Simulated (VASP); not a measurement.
A run of VASP 6.6.1:

Contents of INCAR:

```
SYSTEM = BiPd
ALGO = Normal ; EDIFF = 1E-7
ENCUT = 520 ; GGA = PS
ISIF = 2 ; ISMEAR = 0
LASPH = .True. ; LCHARG = .False.
LREAL = .False. ; LWAVE = .False.
NBANDS = 33 ; NELM = 100
PREC = Accurate ; SIGMA = 0.1
```

KPOINTS

```
k-points
0
Gamma
  12 12 6
  0 0 0
```

POSCAR

```
BiPd
1.0
    3.4650755752      0.0000000000      0.0000000000
   -1.7325377876      3.0008434741      0.0000000000
    0.0000000000      0.0000000000      8.2421652416
Bi Pd
2 2
Direct
    0.0000000000      0.0000000000      0.0000000000
    0.0000000000      0.0000000000      0.5000000000
    0.3333333333      0.6666666667      0.2500000000
    0.6666666667      0.3333333333      0.7500000000
```

Potentials or basis: VASP PAW PBE potentials, release 64 (Bi_d, Pd).

Command:

```console
$ cat potpaw_PBE.64/Bi_d/POTCAR potpaw_PBE.64/Pd/POTCAR > POTCAR
$ mpirun -np 1 vasp_std > vasp.out
```

Hardware: 1 thread of Intel(R) Xeon(R) Platinum 8488C (Sapphire Rapids) (shared host).

Task: How long does it take, and how much memory?

Result: Wall time 2.9 min on 1 thread of Intel(R) Xeon(R) Platinum 8488C (Sapphire Rapids) (shared host), peak memory 0.33 GiB. Counts: scf iterations 14, k points 76.
